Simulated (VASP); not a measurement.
# Hf (Pm-3m) in VASP: notebook

Runs on Hf. Level: PBE. Tasks: single point.

Program: VASP 6.6.1. These are calculated values, not measurements. Logs are shortened: lines on timing, memory, paths and dates and some standing lists are left out, and cuts for length are marked.

### 1 The cell of the first run

It takes space group Pm-3m (No. 221, cubic). Conventional cell: a = 2.385 Å, b = 2.385 Å, c = 2.385 Å, α = 90.00°, β = 90.00°, γ = 90.00°. Hf (site symmetry m-3m) has 6 Hf at 2.38 Å within 3.2 Å.

### 2 Single point, PBE

INCAR reads:

```
SYSTEM = Hf
PREC = Accurate ; ENCUT = 520
EDIFF = 1E-7 ; ISMEAR = -1
SIGMA = 0.08 ; LREAL = .FALSE.
LASPH = .TRUE. ; NELM = 80
ALGO = Normal ; ISIF = 2
LWAVE = .FALSE. ; LCHARG = .TRUE.
GGA = PE ; LELF = .TRUE.
LVHAR = .TRUE. ; NBANDS = 11
```

KPOINTS reads:

```
Automatic mesh
0
G
  16 16 16
  0 0 0
```

POSCAR reads:

```
Hf
1.0
    2.3848093346      0.0000000000      0.0000000000
    0.0000000000      2.3848093346      0.0000000000
    0.0000000000      0.0000000000      2.3848093346
Hf
1
Direct
    0.0000000000      0.0000000000      0.0000000000
```

Potentials or basis: VASP PAW PBE potentials, release 64 (Hf_pv).

Command:

```
$ cat potpaw_PBE.64/Hf_pv/POTCAR > POTCAR
$ mpirun -np 1 vasp_std > vasp.out
```

OUTCAR:

```text
SYSTEM = Hf
   PREC = Accurate
   ENCUT = 520
   EDIFF = 1E-7
   ISMEAR = -1
   LREAL = .FALSE.
   LASPH = .TRUE.
   NELM = 80
   ISIF = 2
   GGA = PE

 ion  position               nearest neighbor table
   1  0.000  0.000  0.000-

  LATTYP: Found a simple cubic cell.
 ALAT       =     2.3848093346

  Lattice vectors:

 A1 = (   2.3848093346,   0.0000000000,   0.0000000000)
 A2 = (   0.0000000000,   2.3848093346,   0.0000000000)
 A3 = (   0.0000000000,   0.0000000000,   2.3848093346)

Analysis of symmetry for initial positions (statically):
=====================================================================
 Subroutine PRICEL returns:
 Original cell was already a primitive cell.

 Routine SETGRP: Setting up the symmetry group for a
 simple cubic supercell.

 Subroutine GETGRP returns: Found 48 space group operations
 (whereof 48 operations were pure point group operations)
 out of a pool of 48 trial point group operations.

The static configuration has the point symmetry O_h .

Analysis of symmetry for dynamics (positions and initial velocities):
=====================================================================
 Subroutine PRICEL returns:
 Original cell was already a primitive cell.

 Routine SETGRP: Setting up the symmetry group for a
 simple cubic supercell.

 Subroutine GETGRP returns: Found 48 space group operations
 (whereof 48 operations were pure point group operations)
 out of a pool of 48 trial point group operations.

The dynamic configuration has the point symmetry O_h .

 Subroutine INISYM returns: Found 48 space group operations
 (whereof 48 operations are pure point group operations),
 and found     1 'primitive' translations

----------------------------------------------------------------------------------------

                                     Primitive cell

  volume of cell :      13.5632

  direct lattice vectors                    reciprocal lattice vectors
     2.384809335  0.000000000  0.000000000     0.419320734  0.000000000  0.000000000
     0.000000000  2.384809335  0.000000000     0.000000000  0.419320734  0.000000000
     0.000000000  0.000000000  2.384809335     0.000000000  0.000000000  0.419320734

  length of vectors
     2.384809335  2.384809335  2.384809335     0.419320734  0.419320734  0.419320734

[... 82 lines left out ...]
   IBRION =     -1    ionic relax: 0-MD 1-quasi-New 2-CG
   NFREE  =      0    steps in history (QN), initial steepest desc. (CG)
   ISIF   =      2    stress and relaxation
   ISYM   =      2    0-nonsym 1-usesym 2-fastsym
   POTIM  = 0.5000    time-step for ionic-motion
   TEBEG  =    0.0;   TEEND  =   0.0 temperature during run
   PSTRESS=    0.0 pullay stress
   NELECT =      10.0000    total number of electrons
   NUPDOWN=      -1.0000    fix difference up-down
   EMIN   =  10.00;   EMAX   =-10.00  energy-range for DOS
   EFERMI =   0.00;   METHOD = LEGACY
   ISMEAR =    -1;   SIGMA  =   0.08  broadening in eV -4-tet -1-fermi 0-gaus
   EFERMI_NEDOS =   21; number of points for ismear=-14 and -15
   IALGO  =     38    algorithm
   IMIX   =      4    mixing-type and parameters
     AMIX     =   0.40;   BMIX     =  1.00
     AMIX_MAG =   1.60;   BMIX_MAG =  1.00
  volume/ion in A,a.u.               =      13.56        91.53
  Fermi-wavevector in a.u.,A,eV,Ry     =   1.478953  2.794817 29.760068  2.187303
  Thomas-Fermi vector in A             =   2.593171
   LORBIT       =      0    0 simple, 1 ext, 2 COOP (PROOUT), +10 PAW based schemes
   GGA     = PE    functional components
   LHFCALC =     F    Hartree Fock is set to
   AEXX    =    0.0000 exact exchange contribution
   IVDW    =     0    specifies the selected vdW correction
   LEPSILON=     F    determine dielectric tensor
   LRPA    =     F    only Hartree local field effects (RPA)
 non-spin polarized calculation
  energy-cutoff  :      520.00
  volume of cell :       13.56
 maximum number of plane-waves:       384
 NGX is ok and might be reduce to    18
   NGX =  9   NGY =  9   NGZ =  9

 number of electron      10.0000000 magnetization

 number of electron       9.9999996 magnetization

 Free energy of the ion-electron system (eV)
  ---------------------------------------------------
  ext. energy  EPLUGINS =         0.00000000
  ---------------------------------------------------
  free energy    TOTEN  =        -6.00213425 eV

  energy without entropy =       -5.98886261  energy(sigma->0) =       -5.99549843

 E-fermi :   8.5527     XC(G=0): -13.7047

 val. band max:        8.5320253889   @ k =   0.5000   0.2500   0.1875
 cond. band min:       8.6021839921   @ k =   0.5000   0.2500   0.1250
 fundamental gap:      0.0701586032
 Fermi energy:         8.5526710226

 k-point     1 :       0.0000    0.0000    0.0000
  band No.  band energies     occupation
      1     -19.5723      2.00000
      2     -19.5723      2.00000
      3     -19.5723      2.00000
      4       0.7498      2.00000
      5       4.8409      2.00000
      6       4.8409      2.00000
      7      20.3519      0.00000
      8      20.3519      0.00000
      9      20.3519      0.00000
     10      23.0120      0.00000
     11      28.4230      0.00000
[... 309 lines left out ...]
 k-point    24 :       0.5000    0.1250    0.0000
  band No.  band energies     occupation
      1     -24.0764      2.00000
      2     -19.8415      2.00000
      3     -19.0137      2.00000
      4       6.1618      2.00000
      5       7.8507      1.99969
      6       7.9413      1.99904
      7      12.9462      0.00000
      8      14.4399      0.00000
      9      19.8073      0.00000
     10      22.9944      0.00000
     11      26.0666      0.00000

 [... further k-points ...]

------------------------ aborting loop because EDIFF is reached ----------------------------------------

  FORCE on cell =-STRESS in cart. coord.  units (eV):
  Direction    XX          YY          ZZ          XY          YZ          ZX
  --------------------------------------------------------------------------------------
  -------------------------------------------------------------------------------------
  Total       11.5895542     11.5895542     11.5895542      0.0000000      0.0000000     -0.0000000
  in kB     1369.0405847   1369.0405847   1369.0405847      0.0000000      0.0000000     -0.0000000
  external PRESSURE =    1369.0405847 kB  Pullay stress =       0.0000000 kB

 VOLUME and BASIS-vectors are now :
 -----------------------------------------------------------------------------
  energy-cutoff  :      520.00
  volume of cell :       13.56
      direct lattice vectors                 reciprocal lattice vectors
     2.384809335  0.000000000  0.000000000     0.419320734  0.000000000  0.000000000
     0.000000000  2.384809335  0.000000000     0.000000000  0.419320734  0.000000000
     0.000000000  0.000000000  2.384809335     0.000000000  0.000000000  0.419320734

 POSITION                                       TOTAL-FORCE (eV/Angst)
 -----------------------------------------------------------------------------------
      0.00000      0.00000      0.00000         0.000000      0.000000      0.000000
 -----------------------------------------------------------------------------------
    total drift:                                0.000000      0.000000      0.000000

  FREE ENERGIE OF THE ION-ELECTRON SYSTEM (eV)
  ---------------------------------------------------
  free  energy   TOTEN  =        -6.0021342547 eV

  energy  without entropy=       -5.9888626084  energy(sigma->0) =       -5.99549843
```

OSZICAR:

```text
N       E                     dE             d eps       ncg     rms          rms(c)
DAV:   1     0.202102370846E+02    0.20210E+02   -0.59510E+03  3750   0.907E+02
DAV:   2    -0.568206526561E+01   -0.25892E+02   -0.24540E+02  4314   0.173E+02
DAV:   3    -0.615719838964E+01   -0.47513E+00   -0.47163E+00  4322   0.156E+01
DAV:   4    -0.615792505099E+01   -0.72666E-03   -0.72661E-03  3964   0.754E-01
DAV:   5    -0.615792629668E+01   -0.12457E-05   -0.12446E-05  4250   0.285E-02    0.554E+01
DAV:   6    -0.604461569392E+01    0.11331E+00   -0.49814E-02  4015   0.164E+00    0.329E+01
DAV:   7    -0.600289639819E+01    0.41719E-01   -0.70849E-02  4009   0.188E+00    0.101E+00
DAV:   8    -0.600212709299E+01    0.76931E-03   -0.32100E-03  3855   0.449E-01    0.152E-01
DAV:   9    -0.600213381482E+01   -0.67218E-05   -0.50648E-05  4195   0.641E-02    0.327E-02
DAV:  10    -0.600213420846E+01   -0.39364E-06   -0.43439E-06  3906   0.178E-02    0.639E-03
DAV:  11    -0.600213425467E+01   -0.46209E-07   -0.18438E-07  3049   0.382E-03
   1 F= -.60021343E+01 E0= -.59954984E+01  d E =-.132716E-01
```

It took 10 s on 1 thread of Intel Xeon Platinum 8488C (Sapphire Rapids), shared host; peak memory 0.14 GiB.

Results:

| Quantity | Value |
| --- | --- |
| Free energy | -6.0021 eV |
| Pressure | 136.9 GPa |
| Band gap on the k mesh | zero (band 5 reaches 10.07 eV, above the bottom of band 6 at 4.44 eV) |

Caveat: spin-orbit coupling is left out, which moves the levels of the heavy elements.

### 3 Single point, PBE

INCAR reads:

```
PREC     = Accurate       # precision mode
ENCUT    = 520            # plane-wave cutoff, eV
EDIFF    = 1E-6           # SCF threshold, eV
ISMEAR   = -1             # smearing method
SIGMA    = 0.08           # smearing width, eV
LREAL    = False          # projectors in reciprocal space
LASPH    = True           # aspherical terms in the spheres
NELM     = 100            # most SCF steps
ALGO     = Normal         # electronic algorithm
ISIF     = 2              # what is computed and relaxed
LWAVE    = False          # write WAVECAR
LCHARG   = False          # write CHGCAR
GGA      = PE             # functional
NBANDS   = 11             # bands
```

KPOINTS reads:

```
regular mesh
0
Gamma
  16 16 16
```

POSCAR reads:

```
Hf
1.0
    2.3851836648      0.0000000000      0.0000000000
    0.0000000000      2.3851836648      0.0000000000
    0.0000000000      0.0000000000      2.3851836648
Hf
1
Direct
    0.0000000000      0.0000000000      0.0000000000
```

Potentials or basis: VASP PAW PBE potentials, release 64 (Hf_pv).

Command:

```
$ cat potpaw_PBE.64/Hf_pv/POTCAR > POTCAR
$ mpirun -np 1 vasp_std > vasp.out
```

Wall time 8.7 s (1 thread of Intel Xeon Platinum 8488C (Sapphire Rapids), shared host); peak memory 0.13 GiB.

Results (log left out):

```yaml
Free_energy: -6.0076 eV
Pressure: 136.7 GPa
Band_gap_on_the_k_mesh: zero (band 5 reaches 10.06 eV, above the bottom of band 6 at 4.44 eV)
```

Levels at points of the mesh, in eV from the Fermi level:
| k point | band 1 | band 2 | band 3 | band 4 | band 5 | band 6 | band 7 | band 8 | band 9 | band 10 |
| --- | --- | --- | --- | --- | --- | --- | --- | --- | --- | --- |
| (0.00, 0.00, 0.00) | -28.13 | -28.13 | -28.13 | -7.80 | -3.71 | -3.71 | 11.79 | 11.79 | 11.79 | 14.46 |
| (0.50, 0.00, 0.00) | -32.74 | -27.63 | -27.63 | -3.08 | -1.90 | 1.87 | 4.18 | 4.18 | 12.75 | 14.44 |
| (0.50, 0.50, 0.00) | -31.93 | -31.93 | -27.18 | -6.98 | -0.25 | 5.86 | 5.86 | 9.50 | 9.50 | 14.43 |
| (0.50, 0.50, 0.50) | -31.22 | -31.22 | -31.22 | -4.11 | -4.11 | -4.11 | 6.54 | 14.41 | 17.56 | 17.56 |

Caveat: spin-orbit coupling is left out, which moves the levels of the heavy elements.
